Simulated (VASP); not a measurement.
# V3F (R-3m) in VASP: notebook, part 3 of 3

VASP 6.6.1. The steps go on from the part before.

### Step 5. Single point, PBE, collinear spin, ferrimagnetic start

This run uses another cell than the first one, of 13.52 Å³/atom, 1.030 times its volume.

File INCAR:

```
SYSTEM = V3F
ALGO     = Normal         ! electronic algorithm
EDIFF    = 1E-6           ! SCF threshold, eV
ENCUT    = 520            ! plane-wave cutoff, eV
GGA      = PE             ! functional
ISIF     = 2              ! what is computed and relaxed
ISMEAR   = 0              ! smearing method
ISPIN    = 2              ! spin polarisation
LASPH    = .TRUE.         ! aspherical terms in the spheres
LCHARG   = .FALSE.        ! write CHGCAR
LMAXMIX  = 4              ! l up to which the mixer works
LORBIT   = 11             ! projections on sites
LREAL    = .FALSE.        ! projectors in reciprocal space
LWAVE    = .FALSE.        ! write WAVECAR
MAGMOM   = -2 -2 2 0      ! initial moments
NBANDS   = 35             ! bands
NELM     = 150            ! most SCF steps
PREC     = Accurate       ! precision mode
SIGMA    = 0.1            ! smearing width, eV
```

File KPOINTS:

```
k-points
0
G
  6 6 6
  0 0 0
```

File POSCAR:

```
V3F
1.0
    2.2317097400      1.2884782200      3.1350334900
   -2.2317097400      1.2884782200      3.1350334900
    0.0000000000     -2.5769564400      3.1350334900
V F
3 1
Direct
    0.1714736700      0.1714736700      0.1714736700
    0.8285263300      0.8285263300      0.8285263300
    0.5000000000      0.5000000000      0.5000000000
    0.0000000000      0.0000000000      0.0000000000
```

Potentials or basis: VASP PAW PBE potentials, release 64 (V_sv, F).

Launch:

```console
> cat potpaw_PBE.64/V_sv/POTCAR potpaw_PBE.64/F/POTCAR > POTCAR
> mpirun -np 1 vasp_std > vasp.out
```

OUTCAR:

```text
SYSTEM = V3F
   EDIFF = 1E-6
   ENCUT = 520
   GGA = PE
   ISIF = 2
   ISMEAR = 0
   ISPIN = 2
   LASPH = .TRUE.
   LORBIT = 11
   LREAL = .FALSE.
   NELM = 150
   PREC = Accurate

 ion  position               nearest neighbor table
   1  0.171  0.171  0.171-   4 1.61   3 2.58   3 2.58   3 2.58   2 2.58   2 2.58   2 2.58
   2  0.829  0.829  0.829-   4 1.61   3 2.58   3 2.58   3 2.58   1 2.58   1 2.58   1 2.58
   3  0.500  0.500  0.500-   1 2.58   1 2.58   2 2.58   2 2.58   1 2.58   2 2.58
   4  0.000  0.000  0.000-   1 1.61   2 1.61

  LATTYP: Found a trigonal (rhomboedric) cell.
 ALAT       =     4.0582187559
 COS(alpha) =     0.3951683544

  Lattice vectors:

 A1 = (   2.2317097400,   1.2884782200,   3.1350334900)
 A2 = (  -2.2317097400,   1.2884782200,   3.1350334900)
 A3 = (   0.0000000000,  -2.5769564400,   3.1350334900)

Analysis of symmetry for initial positions (statically):
=====================================================================
 Subroutine PRICEL returns:
 Original cell was already a primitive cell.

 Routine SETGRP: Setting up the symmetry group for a
 trigonal (rhombohedral) supercell.

 Subroutine GETGRP returns: Found 12 space group operations
 (whereof 12 operations were pure point group operations)
 out of a pool of 12 trial point group operations.

The static configuration has the point symmetry D_3d.

Analysis of symmetry for dynamics (positions and initial velocities):
=====================================================================
 Subroutine PRICEL returns:
 Original cell was already a primitive cell.

 Routine SETGRP: Setting up the symmetry group for a
 trigonal (rhombohedral) supercell.

 Subroutine GETGRP returns: Found 12 space group operations
 (whereof 12 operations were pure point group operations)
 out of a pool of 12 trial point group operations.

The dynamic configuration has the point symmetry D_3d.

Analysis of structural, dynamic, and magnetic symmetry:
=====================================================================
 Subroutine PRICEL returns:
 Original cell was already a primitive cell.

 Routine SETGRP: Setting up the symmetry group for a
 trigonal (rhombohedral) supercell.

 Subroutine GETGRP returns: Found 12 space group operations
 (whereof 12 operations were pure point group operations)
 out of a pool of 12 trial point group operations.

The overall configuration has the point symmetry D_3d.

 Subroutine INISYM returns: Found 12 space group operations
 (whereof 12 operations are pure point group operations),
 and found     1 'primitive' translations

----------------------------------------------------------------------------------------

                                     Primitive cell

  volume of cell :      54.0889

  direct lattice vectors                    reciprocal lattice vectors
     2.231709740  1.288478220  3.135033490     0.224043473  0.129351559  0.106325286
    -2.231709740  1.288478220  3.135033490    -0.224043473  0.129351559  0.106325286
     0.000000000 -2.576956440  3.135033490     0.000000000 -0.258703118  0.106325286

  length of vectors
     4.058218756  4.058218756  4.058218757     0.279700500  0.279700500  0.279700500

  position of ions in fractional coordinates (direct lattice)
     0.171473670  0.171473670  0.171473670
     0.828526330  0.828526330  0.828526330
     0.500000000  0.500000000  0.500000000
[... 76 lines left out ...]
   LSORBIT =      F    spin-orbit coupling
   LASPH  =      T    aspherical Exc in radial PAW
   ENCUT  =  520.0 eV  38.22 Ry    6.18 a.u.   7.55  7.55  7.55*2*pi/ulx,y,z
   NELM   =    150;   NELMIN=  2; NELMDL= -5     # of ELM steps
   EDIFF  = 0.1E-05   stopping-criterion for ELM
   LREAL  =      F    real-space projection
   EDIFFG = 0.1E-04   stopping-criterion for IOM
   NSW    =      0    number of steps for IOM
   IBRION =     -1    ionic relax: 0-MD 1-quasi-New 2-CG
   NFREE  =      0    steps in history (QN), initial steepest desc. (CG)
   ISIF   =      2    stress and relaxation
   ISYM   =      2    0-nonsym 1-usesym 2-fastsym
   POTIM  = 0.5000    time-step for ionic-motion
   TEBEG  =    0.0;   TEEND  =   0.0 temperature during run
   PSTRESS=    0.0 pullay stress
   NELECT =      46.0000    total number of electrons
   NUPDOWN=      -1.0000    fix difference up-down
   EMIN   =  10.00;   EMAX   =-10.00  energy-range for DOS
   EFERMI =   0.00;   METHOD = LEGACY
   ISMEAR =     0;   SIGMA  =   0.10  broadening in eV -4-tet -1-fermi 0-gaus
   EFERMI_NEDOS =   21; number of points for ismear=-14 and -15
   IALGO  =     38    algorithm
   IMIX   =      4    mixing-type and parameters
     AMIX     =   0.40;   BMIX     =  1.00
     AMIX_MAG =   1.60;   BMIX_MAG =  1.00
  volume/ion in A,a.u.               =      13.52        91.25
  Fermi-wavevector in a.u.,A,eV,Ry     =   1.551046  2.931052 32.732133  2.405744
  Thomas-Fermi vector in A             =   2.655622
   LORBIT       =     11    0 simple, 1 ext, 2 COOP (PROOUT), +10 PAW based schemes
   GGA     = PE    functional components
   LHFCALC =     F    Hartree Fock is set to
   AEXX    =    0.0000 exact exchange contribution
   IVDW    =     0    specifies the selected vdW correction
   LEPSILON=     F    determine dielectric tensor
   LRPA    =     F    only Hartree local field effects (RPA)
 spin polarized calculation
 Gauss-broadening in eV      SIGMA  =   0.10
  energy-cutoff  :      520.00
  volume of cell :       54.09
 maximum number of plane-waves:      1469
   NGX = 15   NGY = 15   NGZ = 15

 number of electron      45.9999997 magnetization      -0.0056844

 number of electron      45.9999997 magnetization       0.0002719

 Free energy of the ion-electron system (eV)
  ---------------------------------------------------
  ext. energy  EPLUGINS =         0.00000000
  ---------------------------------------------------
  free energy    TOTEN  =       -25.15023315 eV

  energy without entropy =      -25.11700054  energy(sigma->0) =      -25.13361684

 E-fermi :   8.1096     XC(G=0): -11.8646

 val. band max:        8.1054356115   @ k =  -0.3333   0.5000   0.3333
 cond. band min:       8.1113384852   @ k =   0.3333   0.3333   0.0000
 fundamental gap:      0.0059028737
 Fermi energy:         8.1096103225

 spin component 1

 k-point     1 :       0.0000    0.0000    0.0000
  band No.  band energies     occupation
      1     -56.0766      1.00000
      2     -55.9050      1.00000
      3     -55.6191      1.00000
      4     -30.8183      1.00000
      5     -30.5175      1.00000
      6     -29.9157      1.00000
[... 901 lines left out ...]
     34      13.3370      0.00000
     35      14.7075      0.00000

 [... further k-points ...]

 spin component 2

 k-point     1 :       0.0000    0.0000    0.0000
  band No.  band energies     occupation
      1     -56.0764      1.00000
      2     -55.9048      1.00000
      3     -55.6193      1.00000
      4     -30.8181      1.00000
      5     -30.5174      1.00000
      6     -29.9155      1.00000
[... 901 lines left out ...]
     34      13.3371      0.00000
     35      14.7075      0.00000

 [... further k-points ...]
[... 5 lines left out ...]
  --------------------------------------------------------------------------------------
  -------------------------------------------------------------------------------------
  Total        2.5269022      2.5269022     28.1495959      0.0000000      0.0000000      0.0000000
  in kB       74.8498264     74.8498265    833.8242495      0.0000000      0.0000000      0.0000000
  external PRESSURE =     327.8413008 kB  Pullay stress =       0.0000000 kB

 VOLUME and BASIS-vectors are now :
 -----------------------------------------------------------------------------
  energy-cutoff  :      520.00
  volume of cell :       54.09
      direct lattice vectors                 reciprocal lattice vectors
     2.231709740  1.288478220  3.135033490     0.224043473  0.129351559  0.106325286
    -2.231709740  1.288478220  3.135033490    -0.224043473  0.129351559  0.106325286
     0.000000000 -2.576956440  3.135033490     0.000000000 -0.258703118  0.106325286

 POSITION                                       TOTAL-FORCE (eV/Angst)
 -----------------------------------------------------------------------------------
      0.00000      0.00000      1.61273         0.000000      0.000000      8.524156
      0.00000      0.00000      7.79237         0.000000     -0.000000     -8.524156
      0.00000      0.00000      4.70255         0.000000      0.000000     -0.000000
      0.00000      0.00000      0.00000         0.000000      0.000000     -0.000000
 -----------------------------------------------------------------------------------
    total drift:                                0.000000     -0.000000      0.000000

  FREE ENERGIE OF THE ION-ELECTRON SYSTEM (eV)
  ---------------------------------------------------
  free  energy   TOTEN  =       -25.1502331458 eV

  energy  without entropy=      -25.1170005442  energy(sigma->0) =      -25.13361684

 total charge

# of ion       s       p       d       tot
------------------------------------------
    1        2.372   6.233   3.353  11.959
    2        2.372   6.233   3.353  11.959
    3        2.337   6.124   3.134  11.595
    4        1.773   4.474   0.000   6.247
--------------------------------------------------
tot          8.855  23.064   9.840  41.759

 magnetization (x)

# of ion       s       p       d       tot
------------------------------------------
    1        0.000   0.000   0.000   0.000
    2        0.000   0.000   0.000   0.000
    3       -0.000   0.000  -0.000  -0.000
    4        0.000  -0.000   0.000  -0.000
--------------------------------------------------
tot          0.000   0.000   0.000   0.000
```

Run time: 3.6 min. Hardware: 1 thread of Oxide Virtual Turin-like, shared host; peak memory 0.21 GiB.

What came out:

```yaml
Free_energy: -25.1502 eV
Pressure: 32.8 GPa
Largest_force: 8.524 eV/Å
Band_gap_on_the_k_mesh: zero (filled and empty bands overlap)
Net_moment: 0.00 μB per cell
Valence_electrons_inside_the_program's_atomic_spheres: V 11.96, 11.60; F 6.25
```

Forces in eV/Å, atoms in the order of the input:
```
V    0.000  0.000  8.524
V    0.000  0.000 -8.524
V    0.000  0.000  0.000
F    0.000  0.000  0.000
```

Caveat: forces of over 1 eV/Å act on the atoms, so gaps and moduli don't describe the material at rest. With open d or f shells a metallic result of PBE can be an artefact of self-interaction; +U or a hybrid may open a gap.

### Step 6. Overview

```csv
spin,cell,k mesh,gap on the mesh (eV),pressure (GPa),moment (μB),largest force (eV/Å)
"collinear, ferrimagnetic start","a = 3.920 Å, angles 71.4°, 4 atoms",6 × 6 × 6,none,0.5,0.00,0.10
off,"a = 3.919 Å, angles 71.6°, 4 atoms",12 × 12 × 12,none,0.5,-,0.10
"collinear, ferrimagnetic start","a = 4.058 Å, angles 66.7°, 4 atoms",6 × 6 × 6,none,32.8,0.00,8.52
```

Alike in all rows: task single point; level PBE; potentials or basis VASP PAW PBE potentials, release 64 (V_sv, F); cutoff (eV) 520; smearing gaussian 0.1 eV.

Caveats: forces of over 1 eV/Å act on the atoms, so gaps and moduli don't describe the material at rest (some runs).

Total energies depend on the potentials used, so only differences within one code and one set of settings carry meaning.
